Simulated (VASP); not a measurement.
Set up this calculation in VASP 6.6.1, as the native input.

* Task: single point
* Functional: PBE
* Potentials or basis: VASP PAW PBE potentials, release 64 (Be)
* Cutoff: 520 eV
* k mesh: 28 × 28 × 6
* Occupations: gaussian, width 0.15 eV
* Spin: no spin polarisation
* Dipole correction: no
* Further INCAR settings: ALGO = Fast; EDIFF = 1e-06; NBANDS = 15

The structure of Be lies in POSCAR:

```
Be
1.0
   -1.2502160087      1.2502160087     -1.2502160087
   -1.2502160087     -1.2502160087      1.2502160087
    0.0000000000     11.7439367393     11.7439367393
Be
6
Direct
    0.0000000000      0.0000000000      0.5854989838
    0.5000000000      0.5000000000      0.0532175025
    0.0000000000      0.0000000000      0.1596737988
    0.5000000000      0.5000000000      0.2661300950
    0.0000000000      0.0000000000      0.3725863913
    0.5000000000      0.5000000000      0.4790426875
```

This cell differs from its parent crystal: the distance across one plane changed.

These files were run (other wordings do the same):

INCAR

```
SYSTEM = Be
  PREC = Accurate
  ENCUT = 520
  EDIFF = 1E-6
  ISMEAR = 0
  SIGMA = 0.15
  LREAL = .FALSE.
  LASPH = .TRUE.
  NELM = 100
  ALGO = Fast
  ISIF = 2
  LWAVE = .FALSE.
  LCHARG = .FALSE.
  GGA = PE
  NBANDS = 15
```

KPOINTS

```
Automatic mesh
0
G
  28 28 6
  0 0 0
```

Potentials or basis: VASP PAW PBE potentials, release 64 (Be).

Launch:

```sh
$ cat potpaw_PBE.64/Be/POTCAR > POTCAR
$ mpirun -np 1 vasp_std > vasp.out
```

Results of the run:

* Pressure: -1.8 GPa
* Largest force: 0.100 eV/Å
* Band gap on the k mesh: zero (bands 6 and 7 overlap by 5.36 eV)

Caveat: the cell differs from its parent crystal (the distance across one plane changed).

Wall time 6.9 min on 1 thread of AMD EPYC 9R45 96-Core Processor (Zen 5) (shared host), peak memory 0.69 GiB.
